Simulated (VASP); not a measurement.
Here is a VASP 6.6.1 calculation.

File INCAR:

```
PREC     = Accurate       # precision mode
ENCUT    = 520            # plane-wave cutoff, eV
EDIFF    = 1E-6           # SCF threshold, eV
ISMEAR   = -1             # smearing method
SIGMA    = 0.05           # smearing width, eV
LREAL    = False          # projectors in reciprocal space
LASPH    = True           # aspherical terms in the spheres
NELM     = 80             # most SCF steps
ALGO     = Normal         # electronic algorithm
ISIF     = 2              # what is computed and relaxed
LWAVE    = False          # write WAVECAR
LCHARG   = False          # write CHGCAR
GGA      = RP             # functional
NBANDS   = 16             # bands
```

Contents of KPOINTS:

```
regular mesh
0
Gamma
  14 14 3
```

POSCAR

```
C
1.0
    2.5724950232      0.0000000000      0.0000000000
   -1.2862475116      2.2278460412      0.0000000000
    0.0000000000      0.0000000000     10.0261952376
C
4
Direct
    1.0000000000      1.0000000000      0.2500000000
    0.0000000000      0.0000000000      0.7500000000
    0.3333333333      0.6666666667      0.2500000000
    0.6666666667      0.3333333333      0.7500000000
```

Potentials or basis: VASP PAW PBE potentials, release 64 (C).

The run is started by

```bash
$ cat potpaw_PBE.64/C/POTCAR > POTCAR
$ mpirun -np 1 vasp_std > vasp.out
```

Question: Predict the band gap on the k mesh.

Answer: 1.07 eV, direct.

Question: What does it give for the pressure?

Answer: -17.1 GPa.

Stress tensor (GPa, compression positive):
```
-25.54   0.00   0.00
  0.00 -25.54   0.00
  0.00   0.00  -0.08
```

Caveat: the PAW data sets were made with another functional, which shifts forces and pressure a little; this functional lacks dispersion, which binds the layers, so the pressure and a relaxed spacing across them are unreliable. A k mesh can miss the band edges.
